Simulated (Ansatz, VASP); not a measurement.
# SiSb2: VASP beside Ansatz

```
Si Sb
1.0
     3.92705    0.00000    0.00000
     0.00000    3.92705    0.00000
     0.00000    0.00000   10.87656
Si Sb
2 4
Direct
  0.00000 0.00000 0.00000
  0.50000 0.50000 0.50000
  0.00000 0.50000 0.15506
  0.00000 0.50000 0.65506
  0.50000 0.00000 0.34494
  0.50000 0.00000 0.84494
```

Alike in both runs: functional r2SCAN; k mesh 8 × 8 × 6; occupations gaussian, width 0.1 eV; no spin polarisation.

Ansatz relaxed the structure, and its values are those at the end. VASP's run is a single point on that final structure, the one shown.

|  | VASP | Ansatz |
| --- | --- | --- |
| version | VASP 6.6.1 | Ansatz 0.2.0 |
| potentials or method | VASP PAW PBE potentials, release 64 (Si, Sb), cutoff 520 eV | scalar-relativistic, plane waves, PAW |
| valence electrons in the cell | 28 | 68 |

```csv
,VASP,Ansatz,Ansatz less VASP
gap on the k mesh at the Fermi level (eV),none,none,-
pressure (GPa),0.2,0.0,-0.17
rms of the force components (eV/Å),0.024,0.002,-0.0222
```

VASP's potentials were made for PBE, not for r2SCAN. A gap of «none» marks a metal or a gap that the smearing closes. VASP's potentials hold 28 valence electrons a cell and Ansatz's 68, so a difference there can come from the potentials and not from the codes.

Neither program's run includes spin-orbit coupling.
